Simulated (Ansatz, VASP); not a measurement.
**Two plane-wave programs on NaI**

```xyz
2
Lattice="0.0998 3.2488 3.2488 3.2488 0.0998 3.2488 3.2488 3.2488 0.0998" Properties=species:S:1:pos:R:3 pbc="T T T"
Na    0.0000    0.0000    0.0000
I     3.2987    3.2987    3.2987
```

Change from the starting cell: epitaxial_111 strain -2.5%.

Alike in both runs: task single point; functional r2SCAN; k mesh 8 × 8 × 8; no spin polarisation.

|  | VASP | Ansatz |
| --- | --- | --- |
| version | VASP 6.6.1 | Ansatz 0.2.0 |
| potentials or method | VASP PAW PBE potentials, release 64 (Na_pv, I) | plane waves, PAW |
| plane-wave cutoff (eV) | 520 | 500 |
| occupations | gaussian, width 0.01 eV | fixed |
| valence electrons in the cell | 14 | 26 |

|  | VASP | Ansatz | Ansatz less VASP |
| --- | --- | --- | --- |
| gap on the k mesh at the Fermi level (eV) | 4.45 | 4.44 | -0.008 |
| pressure (GPa) | 0.5 | 0.6 | +0.05 |
| traceless stress, the component that is largest in VASP (GPa) | -0.28 | -0.28 | -0.002 |

VASP's potentials were made for PBE, not for r2SCAN. VASP's potentials hold 14 valence electrons a cell and Ansatz's 26, so a difference there can come from the potentials and not from the codes.

Spin-orbit coupling is off throughout.
